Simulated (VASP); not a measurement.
Crystal: BiB.

```
CELL_PARAMETERS angstrom
0.00000 2.74487 2.74487
2.74487 0.00000 2.74487
2.74487 2.74487 0.00000
ATOMIC_POSITIONS crystal
B 0.00000 0.00000 0.00000
Bi 0.25000 0.25000 0.25000
```

Base run:

| Item | Value |
| --- | --- |
| Program | VASP 6.6.1 |
| Functional | r2SCAN |
| Potentials or basis | VASP PAW PBE potentials, release 64 (B, Bi_d) |
| Cutoff | 550 eV |
| k mesh | 6 × 6 × 6 |
| Occupations | gaussian, width 0.01 eV |
| Spin | no spin polarisation |

Its results: band gap on the k mesh 0.40 eV, direct; pressure -0.2 GPa.

Task: After a change of settings the same cell gave: band gap on the k mesh 0.28 eV, direct; pressure 1.2 GPa. Which change was it?
A. functional from r2SCAN to PBE; cutoff from 550 eV to 500 eV; k mesh from 6 × 6 × 6 to 2 × 2 × 2
B. functional from r2SCAN to PBE-based screened hybrid; cutoff from 550 eV to 520 eV; k mesh from 6 × 6 × 6 to 4 × 4 × 4
C. functional from r2SCAN to PBE; cutoff from 550 eV to 500 eV; occupations from gaussian, width 0.01 eV to methfessel-paxton, width 0.5 eV

Result: C.

Caveats: spin-orbit coupling is left out, which moves the levels of the heavy elements; the PAW data sets were made with another functional, which shifts forces and pressure a little (some runs).
